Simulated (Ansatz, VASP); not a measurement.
**HfF2: VASP beside Ansatz**

```xyz
3
Lattice="-2.0051 2.0051 2.3979 2.0051 -2.0051 2.3979 2.0051 2.0051 -2.3979" Properties=species:S:1:pos:R:3 pbc="T T T"
Hf    0.0000    0.0000    0.0000
F     0.0000    2.0051    1.1989
F     2.0051    0.0000    1.1989
```

Alike in both runs: functional PBE; k mesh 16 × 16 × 16; occupations gaussian, width 0.1 eV; no spin polarisation.

Ansatz relaxed the structure, and its values are those at the end. VASP's run is a single point on that final structure, the one shown.

|  | VASP | Ansatz |
| --- | --- | --- |
| version | VASP 6.6.1 | Ansatz 0.2.0 |
| potentials or method | VASP PAW PBE potentials, release 64 (Hf_pv, F), cutoff 520 eV | scalar-relativistic, plane waves, PAW |
| valence electrons in the cell | 24 | 40 |

VASP gave:

```
gap on the k mesh at the Fermi level (eV) : none
pressure (GPa)                            : -2.2
```

Q: Which values does Ansatz return?

A: gap on the k mesh at the Fermi level (eV): none; pressure (GPa): 0.0.

A gap of «none» marks a metal or a gap that the smearing closes. VASP's potentials hold 24 valence electrons a cell and Ansatz's 40, so a difference there can come from the potentials and not from the codes.

Spin-orbit coupling is off throughout.
